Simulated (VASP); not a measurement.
# BaTiO3 (Amm2) in VASP: further runs

BaTiO3 is run at these levels: r2SCAN+U; tasks: single point.

Everything below comes from runs of VASP 6.6.1. Logs are shortened: lines on timing, memory, paths and dates and some standing lists are left out, and cuts for length are marked.

## (1) The cell of the first run

The structure is orthorhombic, space group Amm2 (No. 38). The conventional cell has a = 3.995 Å, b = 5.685 Å, c = 5.696 Å, α = 90.00°, β = 90.00°, γ = 90.00°. Ba (site symmetry mm2) has 11 O at 2.34 to 2.89 Å within 3.1 Å. Within 2.5 Å of Ti (site symmetry mm2) lie 6 O at 1.91 to 2.12 Å. O (site symmetry mm2) has 2 Ti at 2.07 Å and 1 Ba at 2.34 Å and 4 O at 2.66 Å within 2.7 Å. O (site symmetry m) has 2 Ti at 1.91 to 2.12 Å within 2.5 Å.

## (2) Single point, r2SCAN+U (atom 3 (O) moved by (+0.000, -0.450) A along y and z)

The input, POSCAR:

```
BaTiO3
1.0
    3.9951440287      0.0000000000      0.0000000000
    0.0000000000      2.8424767306      2.8480072403
    0.0000000000     -2.8424767306      2.8480072403
Ba Ti O
1 1 3
Direct
    0.0000000000      0.0044061011      0.0044061011
    0.5000000000      0.5135753575      0.5135753575
    0.0000000000      0.4157107932      0.4157107932
    0.5000000000      0.4954342957      0.9880908444
    0.5000000000      0.9880908444      0.4954342957
```

The input, INCAR.step1:

```
SYSTEM = BaTiO3
PREC = Accurate ; ENCUT = 520
ISMEAR = 0 ; SIGMA = 0.05
LREAL = .False. ; LASPH = .True.
NELM = 150 ; LMAXMIX = 4
LDAU = .True. ; LDAUTYPE = 2
LDAUL = -1 2 -1 ; LDAUU = 0 4 0
LDAUJ = 0 0 0 ; NBANDS = 28
GGA = PE ; ALGO = Normal
EDIFF = 1E-4 ; LWAVE = .True.
LCHARG = .False.
```

The input, INCAR.step2:

```
SYSTEM = BaTiO3
PREC = Accurate ; ENCUT = 520
EDIFF = 1E-6 ; ISMEAR = 0
SIGMA = 0.05 ; LREAL = .False.
LASPH = .True. ; NELM = 150
ALGO = Normal ; ISIF = 2
LWAVE = .False. ; LCHARG = .False.
LMAXMIX = 4 ; LDAU = .True.
LDAUTYPE = 2 ; LDAUL = -1 2 -1
LDAUU = 0 4 0 ; LDAUJ = 0 0 0
LDAUPRINT = 1 ; METAGGA = R2SCAN
LMIXTAU = .True. ; NBANDS = 28
ISTART = 1
```

The input, KPOINTS:

```
Automatic mesh
0
Gamma
  6 6 6
  0 0 0
```

Potentials or basis: VASP PAW PBE potentials, release 64 (Ba_sv, Ti_sv, O).

The run is started by

```bash
$ cat potpaw_PBE.64/Ba_sv/POTCAR potpaw_PBE.64/Ti_sv/POTCAR potpaw_PBE.64/O/POTCAR > POTCAR
$ cp INCAR.step1 INCAR
$ mpirun -np 1 vasp_std > vasp.out
$ cp INCAR.step2 INCAR
$ mpirun -np 1 vasp_std > vasp.out
```

OUTCAR:

```text
SYSTEM = BaTiO3
   PREC = Accurate
   ENCUT = 520
   EDIFF = 1E-6
   ISMEAR = 0
   LREAL = .False.
   LASPH = .True.
   NELM = 150
   ISIF = 2
   METAGGA = R2SCAN
   ISTART = 1

 ion  position               nearest neighbor table
   1  0.000  0.004  0.004-   3 2.34   4 2.81   5 2.81   4 2.81   5 2.81   5 2.86   4 2.86   5 2.86
                             4 2.86   3 2.89   3 2.89   3 3.35   2 3.44   2 3.44   2 3.47   2 3.47
   2  0.500  0.514  0.514-   4 1.91   5 1.91   3 2.07   3 2.07   5 2.12   4 2.12   1 3.44   1 3.44
                             1 3.47   1 3.47   1 3.47   1 3.47   1 3.52   1 3.52
   3  0.000  0.416  0.416-   2 2.07   2 2.07   1 2.34   1 2.89   1 2.89   1 3.35
   4  0.500  0.495  0.988-   2 1.91   2 2.12   1 2.81   1 2.81   1 2.86   1 2.86
   5  0.500  0.988  0.495-   2 1.91   2 2.12   1 2.81   1 2.81   1 2.86   1 2.86

  LATTYP: Found a base centered orthorhombic cell.
 ALAT       =     5.6849534612
 B/A-ratio  =     1.0019456658
 C/A-ratio  =     0.7027575610

  Lattice vectors:

 A1 = (   0.0000000000,   2.8424767306,  -2.8480072403)
 A2 = (   0.0000000000,   2.8424767306,   2.8480072403)
 A3 = (   3.9951440287,   0.0000000000,   0.0000000000)

Analysis of symmetry for initial positions (statically):
=====================================================================
 Subroutine PRICEL returns:
 Original cell was already a primitive cell.

 Routine SETGRP: Setting up the symmetry group for a
 base centered orthorhombic supercell.

 Subroutine GETGRP returns: Found  4 space group operations
 (whereof  4 operations were pure point group operations)
 out of a pool of  8 trial point group operations.

The static configuration has the point symmetry C_2v.

Analysis of symmetry for dynamics (positions and initial velocities):
=====================================================================
 Subroutine PRICEL returns:
 Original cell was already a primitive cell.

 Routine SETGRP: Setting up the symmetry group for a
 base centered orthorhombic supercell.

 Subroutine GETGRP returns: Found  4 space group operations
 (whereof  4 operations were pure point group operations)
 out of a pool of  8 trial point group operations.

[... 165 lines left out ...]
  0.0000  0.0000  0.1266  0.0000 -0.0458
  0.0000  0.0000  0.0000  0.1079  0.0000
  0.0000  0.0000 -0.0458  0.0000  0.1913

 occupancies and eigenvectors

  o =  0.0975  v =  1.0000  0.0000  0.0000  0.0000  0.0000  0.0000  0.0000  0.0000  0.0000  0.0000      0.0000  0.0000  0.0000  0.0000  0.0000  0.0000  0.0000  0.0000  0.0000  0.0000
  o =  0.0975  v =  0.0000  0.0000  0.0000  0.0000  0.0000  1.0000  0.0000  0.0000  0.0000  0.0000      0.0000  0.0000  0.0000  0.0000  0.0000  0.0000  0.0000  0.0000  0.0000  0.0000
  o =  0.1028  v =  0.0000  0.0000 -0.8879  0.0000 -0.4600  0.0000  0.0000  0.0000  0.0000  0.0000      0.0000  0.0000  0.0000  0.0000  0.0000  0.0000  0.0000  0.0000  0.0000  0.0000
  o =  0.1028  v =  0.0000  0.0000  0.0000  0.0000  0.0000  0.0000  0.0000 -0.8879  0.0000 -0.4600      0.0000  0.0000  0.0000  0.0000  0.0000  0.0000  0.0000  0.0000  0.0000  0.0000
  o =  0.1079  v =  0.0000  0.0000  0.0000  1.0000  0.0000  0.0000  0.0000  0.0000  0.0000  0.0000      0.0000  0.0000  0.0000  0.0000  0.0000  0.0000  0.0000  0.0000  0.0000  0.0000
  o =  0.1079  v =  0.0000  0.0000  0.0000  0.0000  0.0000  0.0000  0.0000  0.0000  1.0000  0.0000      0.0000  0.0000  0.0000  0.0000  0.0000  0.0000  0.0000  0.0000  0.0000  0.0000
  o =  0.2151  v =  0.0000  0.0000  0.0000  0.0000  0.0000  0.0000  0.0000 -0.4600  0.0000  0.8879      0.0000  0.0000  0.0000  0.0000  0.0000  0.0000  0.0000  0.0000  0.0000  0.0000
  o =  0.2151  v =  0.0000  0.0000 -0.4600  0.0000  0.8879  0.0000  0.0000  0.0000  0.0000  0.0000      0.0000  0.0000  0.0000  0.0000  0.0000  0.0000  0.0000  0.0000  0.0000  0.0000
  o =  0.2402  v =  0.0000  0.0000  0.0000  0.0000  0.0000  0.0000  1.0000  0.0000  0.0000  0.0000      0.0000  0.0000  0.0000  0.0000  0.0000  0.0000  0.0000  0.0000  0.0000  0.0000
  o =  0.2402  v =  0.0000  1.0000  0.0000  0.0000  0.0000  0.0000  0.0000  0.0000  0.0000  0.0000      0.0000  0.0000  0.0000  0.0000  0.0000  0.0000  0.0000  0.0000  0.0000  0.0000

 number of electron      39.9999986 magnetization

 Free energy of the ion-electron system (eV)
  ---------------------------------------------------
  ext. energy  EPLUGINS =         0.00000000
  ---------------------------------------------------
  free energy    TOTEN  =       -70.87334321 eV

  energy without entropy =      -70.87334321  energy(sigma->0) =      -70.87334321

 E-fermi :   4.0341     XC(G=0): -11.8640

 val. band max:        3.7065028901   @ k =   0.5000   0.5000   0.5000
 cond. band min:       6.3621969442   @ k =   0.0000   0.0000   0.0000
 fundamental gap:      2.6556940541
 Fermi energy:         4.0341303417

 k-point     1 :       0.0000    0.0000    0.0000
  band No.  band energies     occupation
      1     -56.3654      2.00000
      2     -31.4879      2.00000
      3     -31.4743      2.00000
      4     -31.4544      2.00000
      5     -21.7797      2.00000
      6     -14.3340      2.00000
[... 733 lines left out ...]
     27      12.3706      0.00000
     28      12.9083      0.00000

 [... further k-points ...]

------------------------ aborting loop because EDIFF is reached ----------------------------------------

  FORCE on cell =-STRESS in cart. coord.  units (eV):
  Direction    XX          YY          ZZ          XY          YZ          ZX
  --------------------------------------------------------------------------------------
  -------------------------------------------------------------------------------------
  Total        0.7617375      1.7240462      4.2702443      0.0000000      0.0000000      0.0000000
  in kB       18.8675475     42.7030651    105.7700864      0.0000000      0.0000000      0.0000000
  external PRESSURE =      55.7802330 kB  Pullay stress =       0.0000000 kB

 VOLUME and BASIS-vectors are now :
 -----------------------------------------------------------------------------
  energy-cutoff  :      520.00
  volume of cell :       64.68
      direct lattice vectors                 reciprocal lattice vectors
     3.995144029  0.000000000  0.000000000     0.250303867  0.000000000  0.000000000
     0.000000000  2.842476731  2.848007240     0.000000000  0.175902935  0.175561351
     0.000000000 -2.842476731  2.848007240     0.000000000 -0.175902935  0.175561351

 POSITION                                       TOTAL-FORCE (eV/Angst)
 -----------------------------------------------------------------------------------
      0.00000      0.00000      0.02510         0.000000      0.000000     -1.601061
      1.99757      0.00000      2.92533         0.000000      0.000000     -1.314072
      0.00000      0.00000      2.36789         0.000000      0.000000      3.937265
      1.99757     -1.40036      4.22509         0.000000      0.755780     -0.511066
      1.99757      1.40036      4.22509         0.000000     -0.755780     -0.511066
 -----------------------------------------------------------------------------------
    total drift:                                0.000000      0.000003      0.009760

  FREE ENERGIE OF THE ION-ELECTRON SYSTEM (eV)
  ---------------------------------------------------
  free  energy   TOTEN  =       -70.8733432053 eV

  energy  without entropy=      -70.8733432053  energy(sigma->0) =      -70.87334321
```

OSZICAR.step1:

```text
N       E                     dE             d eps       ncg     rms          rms(c)
DAV:   1     0.440247599120E+03    0.44025E+03   -0.20790E+04  2912   0.155E+03
DAV:   2    -0.242708173770E+01   -0.44267E+03   -0.42143E+03  3380   0.430E+02
DAV:   3    -0.468622430448E+02   -0.44435E+02   -0.44038E+02  4088   0.135E+02
DAV:   4    -0.489515185115E+02   -0.20893E+01   -0.20848E+01  4420   0.249E+01
DAV:   5    -0.490176528819E+02   -0.66134E-01   -0.66124E-01  3952   0.343E+00    0.234E+01
DAV:   6    -0.364578852179E+02    0.12560E+02   -0.59133E+01  4500   0.693E+01    0.974E+00
DAV:   7    -0.366862830709E+02   -0.22840E+00   -0.91439E+00  3928   0.186E+01    0.603E+00
DAV:   8    -0.365934786732E+02    0.92804E-01   -0.12781E+00  3620   0.102E+01    0.254E+00
DAV:   9    -0.366023378745E+02   -0.88592E-02   -0.25202E-01  3552   0.359E+00    0.116E+00
DAV:  10    -0.366025877628E+02   -0.24989E-03   -0.12171E-01  3452   0.221E+00    0.102E+00
DAV:  11    -0.365900052465E+02    0.12583E-01   -0.10186E-01  4008   0.261E+00    0.370E-01
DAV:  12    -0.365879454488E+02    0.20598E-02   -0.62878E-03  3640   0.725E-01    0.123E-01
DAV:  13    -0.365877903848E+02    0.15506E-03   -0.82020E-04  3900   0.176E-01    0.522E-02
DAV:  14    -0.365877733394E+02    0.17045E-04   -0.19544E-04  2416   0.125E-01
   1 F= -.36587773E+02 E0= -.36587773E+02  d E =-.663548E-18
```

Wall time 9 min (1 thread of Intel Xeon 8259CL, shared host); peak memory 0.24 GiB.

Results:

- Free energy: -70.8733 eV
- Pressure: 5.6 GPa
- Largest force: 3.937 eV/Å
- Band gap on the k mesh: 2.66 eV (least direct gap 3.21 eV)

Forces on the atoms (eV/Å):
```
Ba   0.000  0.000 -1.601
Ti   0.000  0.000 -1.314
O    0.000  0.000  3.937
O    0.000  0.756 -0.511
O    0.000 -0.756 -0.511
```

Stress tensor (GPa, compression positive):
```
 1.89  0.00  0.00
 0.00  4.27  0.00
 0.00  0.00 10.58
```

Eigenvalues of the final occupation matrices:
| site | spin | trace | eigenvalues |
| --- | --- | --- | --- |
| site 2 d | 1 | 0.76 | 0.10 0.10 0.11 0.22 0.24 |
| site 2 d | 2 | 0.76 | 0.10 0.10 0.11 0.22 0.24 |

Caveat: the cell differs from its parent crystal (atom 3 (O) moved by (+0.000, -0.450) A along y and z); the cell stands under pressure; the PAW data sets were made with another functional, which shifts forces and pressure a little; spin-orbit coupling is left out, which moves the levels of the heavy elements. A k mesh can miss the band edges.

## (3) Single point, r2SCAN+U (atom 3 (O) moved by (+0.000, +0.450) A along y and z)

POSCAR: that of step 2 with these lines changed.

```diff
@@ -10,3 +10,3 @@
     0.5000000000      0.5135753575      0.5135753575
-    0.0000000000      0.4157107932      0.4157107932
+    0.0000000000      0.5737160094      0.5737160094
     0.5000000000      0.4954342957      0.9880908444
```

The input, INCAR.step1:

```
ALGO = Normal
EDIFF = 1E-4
ENCUT = 520
GGA = PE
ISMEAR = 0
LASPH = T
LCHARG = F
LDAU = T
LDAUJ = 0 0 0
LDAUL = -1 2 -1
LDAUTYPE = 2
LDAUU = 0 4 0
LMAXMIX = 4
LREAL = F
LWAVE = T
NBANDS = 28
NELM = 150
PREC = Accurate
SIGMA = 0.05
```

The input, INCAR.step2:

```
ALGO = Normal
EDIFF = 1E-7
ENCUT = 520
ISIF = 2
ISMEAR = 0
ISTART = 1
LASPH = T
LCHARG = F
LDAU = T
LDAUJ = 0 0 0
LDAUL = -1 2 -1
LDAUPRINT = 1
LDAUTYPE = 2
LDAUU = 0 4 0
LMAXMIX = 4
LMIXTAU = T
LREAL = F
LWAVE = F
METAGGA = R2SCAN
NBANDS = 28
NELM = 150
PREC = Accurate
SIGMA = 0.05
```

The input, KPOINTS:

```
k-points
0
Gamma
  6 6 6
```

Potentials or basis: VASP PAW PBE potentials, release 64 (Ba_sv, Ti_sv, O).

The run is started by

```bash
$ cat potpaw_PBE.64/Ba_sv/POTCAR potpaw_PBE.64/Ti_sv/POTCAR potpaw_PBE.64/O/POTCAR > POTCAR
$ cp INCAR.step1 INCAR
$ mpirun -np 1 vasp_std > vasp.out
$ cp INCAR.step2 INCAR
$ mpirun -np 1 vasp_std > vasp.out
```

OUTCAR:

```text
EDIFF = 1E-7
   ENCUT = 520
   ISIF = 2
   ISMEAR = 0
   ISTART = 1
   LASPH = T
   LREAL = F
   METAGGA = R2SCAN
   NELM = 150
   PREC = Accurate

 ion  position               nearest neighbor table
   1  0.000  0.004  0.004-   3 2.45   4 2.81   5 2.81   4 2.81   5 2.81   5 2.86   4 2.86   5 2.86
                             4 2.86   3 2.87   3 2.87   3 3.24   2 3.44   2 3.44   2 3.47   2 3.47
   2  0.500  0.514  0.514-   4 1.91   5 1.91   3 2.03   3 2.03   5 2.12   4 2.12   1 3.44   1 3.44
                             1 3.47   1 3.47   1 3.47   1 3.47   1 3.52   1 3.52
   3  0.000  0.574  0.574-   2 2.03   2 2.03   1 2.45   1 2.87   1 2.87   1 3.24
   4  0.500  0.495  0.988-   2 1.91   2 2.12   1 2.81   1 2.81   1 2.86   1 2.86
   5  0.500  0.988  0.495-   2 1.91   2 2.12   1 2.81   1 2.81   1 2.86   1 2.86

  LATTYP: Found a base centered orthorhombic cell.
 ALAT       =     5.6849534612
 B/A-ratio  =     1.0019456658
 C/A-ratio  =     0.7027575610

  Lattice vectors:

 A1 = (   0.0000000000,   2.8424767306,  -2.8480072403)
 A2 = (   0.0000000000,   2.8424767306,   2.8480072403)
 A3 = (   3.9951440287,   0.0000000000,   0.0000000000)

Analysis of symmetry for initial positions (statically):
=====================================================================
 Subroutine PRICEL returns:
 Original cell was already a primitive cell.

 Routine SETGRP: Setting up the symmetry group for a
 base centered orthorhombic supercell.

 Subroutine GETGRP returns: Found  4 space group operations
[... 191 lines left out ...]
  o =  0.0935  v =  0.0000  0.0000  0.0000  0.0000  0.0000  0.0000  0.0000  0.0000  1.0000  0.0000      0.0000  0.0000  0.0000  0.0000  0.0000  0.0000  0.0000  0.0000  0.0000  0.0000
  o =  0.1046  v =  0.0000  0.0000  0.0000  0.0000  0.0000  0.0000  0.0000 -0.8784  0.0000 -0.4780      0.0000  0.0000  0.0000  0.0000  0.0000  0.0000  0.0000  0.0000  0.0000  0.0000
  o =  0.1046  v =  0.0000  0.0000 -0.8784  0.0000 -0.4780  0.0000  0.0000  0.0000  0.0000  0.0000      0.0000  0.0000  0.0000  0.0000  0.0000  0.0000  0.0000  0.0000  0.0000  0.0000
  o =  0.2343  v =  0.0000  0.0000  0.0000  0.0000  0.0000  0.0000  0.0000 -0.4780  0.0000  0.8784      0.0000  0.0000  0.0000  0.0000  0.0000  0.0000  0.0000  0.0000  0.0000  0.0000
  o =  0.2343  v =  0.0000  0.0000 -0.4780  0.0000  0.8784  0.0000  0.0000  0.0000  0.0000  0.0000      0.0000  0.0000  0.0000  0.0000  0.0000  0.0000  0.0000  0.0000  0.0000  0.0000
  o =  0.2399  v =  0.0000  0.0000  0.0000  0.0000  0.0000  0.0000  1.0000  0.0000  0.0000  0.0000      0.0000  0.0000  0.0000  0.0000  0.0000  0.0000  0.0000  0.0000  0.0000  0.0000
  o =  0.2399  v =  0.0000  1.0000  0.0000  0.0000  0.0000  0.0000  0.0000  0.0000  0.0000  0.0000      0.0000  0.0000  0.0000  0.0000  0.0000  0.0000  0.0000  0.0000  0.0000  0.0000

 number of electron      39.9999994 magnetization

 Free energy of the ion-electron system (eV)
  ---------------------------------------------------
  ext. energy  EPLUGINS =         0.00000000
  ---------------------------------------------------
  free energy    TOTEN  =       -71.00674064 eV

  energy without entropy =      -71.00674064  energy(sigma->0) =      -71.00674064

 E-fermi :   4.1789     XC(G=0): -11.8586

 val. band max:        3.7978601961   @ k =   0.5000   0.5000   0.5000
 cond. band min:       6.3851080258   @ k =   0.0000   0.0000   0.0000
 fundamental gap:      2.5872478297
 Fermi energy:         4.1789356655

 k-point     1 :       0.0000    0.0000    0.0000
  band No.  band energies     occupation
      1     -56.3615      2.00000
      2     -31.4808      2.00000
      3     -31.4790      2.00000
      4     -31.4593      2.00000
      5     -21.8265      2.00000
      6     -14.3091      2.00000
[... 733 lines left out ...]
     27      12.3703      0.00000
     28      12.7890      0.00000

 [... further k-points ...]

------------------------ aborting loop because EDIFF is reached ----------------------------------------

  FORCE on cell =-STRESS in cart. coord.  units (eV):
  Direction    XX          YY          ZZ          XY          YZ          ZX
  --------------------------------------------------------------------------------------
  -------------------------------------------------------------------------------------
  Total        2.1472871      2.0125768      2.5765467      0.0000000      0.0000000      0.0000000
  in kB       53.1863580     49.8497052     63.8187305      0.0000000      0.0000000      0.0000000
  external PRESSURE =      55.6182646 kB  Pullay stress =       0.0000000 kB

 VOLUME and BASIS-vectors are now :
 -----------------------------------------------------------------------------
  energy-cutoff  :      520.00
  volume of cell :       64.68
      direct lattice vectors                 reciprocal lattice vectors
     3.995144029  0.000000000  0.000000000     0.250303867  0.000000000  0.000000000
     0.000000000  2.842476731  2.848007240     0.000000000  0.175902935  0.175561351
     0.000000000 -2.842476731  2.848007240     0.000000000 -0.175902935  0.175561351

 POSITION                                       TOTAL-FORCE (eV/Angst)
 -----------------------------------------------------------------------------------
      0.00000      0.00000      0.02510         0.000000      0.000000      0.864930
      1.99757      0.00000      2.92533         0.000000      0.000000      0.121701
      0.00000      0.00000      3.26789         0.000000      0.000000     -3.073265
      1.99757     -1.40036      4.22509         0.000000     -1.335559      1.043317
      1.99757      1.40036      4.22509         0.000000      1.335559      1.043317
 -----------------------------------------------------------------------------------
    total drift:                                0.000000      0.000002      0.010367

  FREE ENERGIE OF THE ION-ELECTRON SYSTEM (eV)
  ---------------------------------------------------
  free  energy   TOTEN  =       -71.0067406357 eV

  energy  without entropy=      -71.0067406357  energy(sigma->0) =      -71.00674064
```

OUTCAR.step1:

```text
EDIFF = 1E-4
   ENCUT = 520
   GGA = PE
   ISMEAR = 0
[... 985 lines left out ...]
      1.99757      0.00000      2.92533         0.000000     -0.000000      0.029745
      0.00000      0.00000      3.26789         0.000000     -0.000000     -2.855489
      1.99757     -1.40036      4.22509         0.000000     -1.318801      1.003779
      1.99757      1.40036      4.22509         0.000000      1.318801      1.003779
 -----------------------------------------------------------------------------------
    total drift:                                0.000000      0.000002     -0.005499

  FREE ENERGIE OF THE ION-ELECTRON SYSTEM (eV)
  ---------------------------------------------------
  free  energy   TOTEN  =       -36.6906499143 eV

  energy  without entropy=      -36.6906499143  energy(sigma->0) =      -36.69064991
```

Run time: 9.3 min. Hardware: 1 thread of Intel Xeon 8259CL, shared host; peak memory 0.24 GiB.

What came out:

* Free energy: -71.0067 eV
* Pressure: 5.6 GPa
* Largest force: 3.073 eV/Å
* Band gap on the k mesh: 2.59 eV (least direct gap 2.95 eV)

Forces in eV/Å, atoms in the order of the input:
```
Ba   0.000  0.000  0.865
Ti   0.000  0.000  0.122
O    0.000  0.000 -3.073
O    0.000 -1.336  1.043
O    0.000  1.336  1.043
```

Stress tensor (GPa, compression positive):
```
5.32 0.00 0.00
0.00 4.98 0.00
0.00 0.00 6.38
```

Levels at points of the mesh, in eV from the valence-band top:
```tsv
k point	band 17	band 18	band 19	band 20	band 21	band 22	band 23	band 24
(0.00, 0.00, 0.00)	-1.41	-0.81	-0.56	-0.37	2.59	2.78	2.99	4.09
(0.50, 0.00, 0.00)	-1.59	-1.21	-1.15	-0.99	2.78	3.52	3.83	4.10
(0.00, 0.50, 0.00)	-2.00	-1.88	-1.03	-0.68	2.85	4.11	4.15	4.24
(0.50, 0.50, 0.00)	-2.15	-1.12	-1.10	-0.13	3.89	4.15	4.45	4.79
(0.00, 0.50, 0.50)	-1.26	-1.11	-0.99	-0.34	4.19	4.26	4.55	4.97
(0.50, 0.50, 0.50)	-2.19	-0.39	-0.26	0.00	4.41	4.70	4.77	6.47
```

Eigenvalues of the final occupation matrices:
```tsv
site	spin	trace	eigenvalues
site 2 d	1	0.76	0.09 0.09 0.10 0.23 0.24
site 2 d	2	0.76	0.09 0.09 0.10 0.23 0.24
```

Caveat: the cell differs from its parent crystal (atom 3 (O) moved by (+0.000, +0.450) A along y and z); the cell stands under pressure; the PAW data sets were made with another functional, which shifts forces and pressure a little; spin-orbit coupling is left out, which moves the levels of the heavy elements. A k mesh can miss the band edges.

(Continued in part 2 of 2.)
